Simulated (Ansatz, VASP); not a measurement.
GaAs in VASP and in Ansatz

```
CELL_PARAMETERS angstrom
4.00100 0.00000 0.00000
0.00000 5.65828 0.00000
0.00000 0.00000 25.00251
ATOMIC_POSITIONS crystal
Ga 0.50000 0.44347 0.31856
Ga 0.00000 0.02088 0.37590
Ga 0.50000 0.51601 0.46171
Ga 0.00000 0.01601 0.53829
Ga 0.50000 0.52089 0.62410
Ga 0.00000 0.94348 0.68144
As 0.00000 0.23581 0.28999
As 0.50000 0.76968 0.38125
As 0.00000 0.26413 0.45823
As 0.50000 0.76413 0.54177
As 0.00000 0.26969 0.61874
As 0.50000 0.73582 0.71001
```

Alike in both runs: functional PBEsol; k mesh 9 × 6 × 1; occupations gaussian, width 0.05 eV; no spin polarisation.

Ansatz relaxed the structure, and its values are those at the end. VASP's run is a single point on that final structure, the one shown.

|  | VASP | Ansatz |
| --- | --- | --- |
| version | VASP 6.6.1 | Ansatz 0.2.0 |
| potentials or method | VASP PAW PBE potentials, release 64 (Ga_d, As), cutoff 520 eV | scalar-relativistic, plane waves, PAW |
| valence electrons in the cell | 108 | 168 |

Ansatz gave:

```
gap on the k mesh at the Fermi level (eV) : 0.81
least direct gap on the mesh (eV)         : 1.01
rms of the force components (eV/Å)        : 0.005
```

Task: What did VASP give for the same quantities?

Result: gap on the k mesh at the Fermi level (eV): 0.80; least direct gap on the mesh (eV): 1.02; rms of the force components (eV/Å): 0.010.

VASP's potentials were made for PBE, not for PBEsol. VASP's potentials hold 108 valence electrons a cell and Ansatz's 168, so a difference there can come from the potentials and not from the codes. Ansatz's warnings: xc potential rough in thin density.
